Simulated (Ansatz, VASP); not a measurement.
**Ge3Pd: VASP beside Ansatz**

Contents of INCAR:

```
PREC = Accurate
ENCUT = 540
EDIFF = 1E-6
ISMEAR = -1
SIGMA = 0.05
LREAL = False
LASPH = True
NELM = 200
ALGO = Normal
ISIF = 2
LWAVE = False
LCHARG = True
LMAXMIX = 4
LDAU = True
LDAUTYPE = 2
LDAUL = 2 -1
LDAUU = 8 0
LDAUJ = 0 0
LDAUPRINT = 1
GGA = PS
LELF = True
LVHAR = True
NBANDS = 38
GGA_COMPAT = False
```

KPOINTS

```
regular mesh
0
Gamma
  7 7 7
```

Contents of POSCAR:

```
Ge3Pd
1.0
    4.1420230000      0.0000000000      0.0000000000
    0.0000000000      4.1420230000      0.0000000000
    0.0000000000      0.0000000000      4.1420230000
Pd Ge
1 3
Direct
    0.0000000000      0.0000000000      0.0000000000
    0.5000000000      0.5000000000      0.0000000000
    0.5000000000      0.0000000000      0.5000000000
    0.0000000000      0.5000000000      0.5000000000
```

Contents of input.yaml:

```yaml
crystal:
  lattice:
    - [4.142023, 0.0, 0.0]
    - [0.0, 4.142023, 0.0]
    - [0.0, 0.0, 4.142023]
  atoms:
    - { symbol: Pd, position: [0.0, 0.0, 0.0] }
    - { symbol: Ge, position: [0.5, 0.5, 0.0] }
    - { symbol: Ge, position: [0.5, 0.0, 0.5] }
    - { symbol: Ge, position: [0.0, 0.5, 0.5] }
hamiltonian:
  xc: pbesol
  pseudopotentials: { kind: paw }
  hubbard: { sites: [{ species: Pd, l: d, u_eff: 8.0 }] }
kpoints:
  mp_grid: { grid: [7, 7, 7] }
  band_path:
    path:
      - [[0.0, 0.0, 0.0], [0.0, 0.5, 0.0], [0.5, 0.5, 0.0], [0.0, 0.0, 0.0], [0.5, 0.5, 0.5], [0.0, 0.5, 0.0]]
      - [[0.5, 0.5, 0.0], [0.5, 0.5, 0.5]]
    npoints: 14
scf:
  occupations: { method: fermi_dirac, width: 0.05 }
  n_extra_bands: 10
output:
  forces: true
  stress: true
  eigenvalues: true
  fatbands: false
```

Alike in both runs: functional PBEsol; k mesh 7 × 7 × 7; occupations fermi-dirac, width 0.05 eV; no spin polarisation; Hubbard terms Pd d U = 8.0 eV.

|  | VASP | Ansatz |
| --- | --- | --- |
| version | VASP 6.6.1 | Ansatz 0.2.0 |
| potentials or method | VASP PAW PBE potentials, release 64 (Pd_sv_GW, Ge_d) | Ansatz PAW |
| plane-wave cutoff (eV) | 540 | 420 |
| valence electrons in the cell | 60 | 60 |
| task | single point | band structure |

|  | VASP | Ansatz | Ansatz less VASP |
| --- | --- | --- | --- |
| gap on the k mesh at the Fermi level (eV) | none | none | - |
| pressure (GPa) | -5.0 | -2.7 | +2.29 |

VASP's potentials were made for PBE, not for PBEsol. The programs project onto different local orbitals, so the same U acts differently, and such runs can settle in different states. A gap of «none» marks a metal or a gap that the smearing closes.
